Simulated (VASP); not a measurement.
Here is a VASP 6.6.1 calculation.

Contents of INCAR:

```
ALGO     = Normal         # electronic algorithm
EDIFF    = 1E-7           # SCF threshold, eV
ENCUT    = 520            # plane-wave cutoff, eV
GGA      = PE             # functional
ISIF     = 2              # what is computed and relaxed
ISMEAR   = -1             # smearing method
LASPH    = True           # aspherical terms in the spheres
LCHARG   = False          # write CHGCAR
LREAL    = False          # projectors in reciprocal space
LWAVE    = False          # write WAVECAR
NBANDS   = 12             # bands
NELM     = 60             # most SCF steps
PREC     = Accurate       # precision mode
SIGMA    = 0.06122561905347299 # smearing width, eV
```

The input KPOINTS:

```
k-points
0
Gamma
  18 18 18
```

Contents of POSCAR:

```
Mn
1.0
    0.0000000000      1.7282093582      1.7282093582
    1.7282093582      0.0000000000      1.7282093582
    1.7282093582      1.7282093582      0.0000000000
Mn
1
Direct
    0.0000000000      0.0000000000      0.0000000000
```

Potentials or basis: VASP PAW PBE potentials, release 64 (Mn_pv).

Launch:

```console
$ cat potpaw_PBE.64/Mn_pv/POTCAR > POTCAR
$ mpirun -np 1 vasp_std > vasp.out
```

Q: Predict the pressure.

A: 12.1 GPa.

Caveat: the run has no spin polarisation, though such a crystal can be magnetic. Spin polarisation is off, so any magnetic state and its effect on volume and gap are missing.
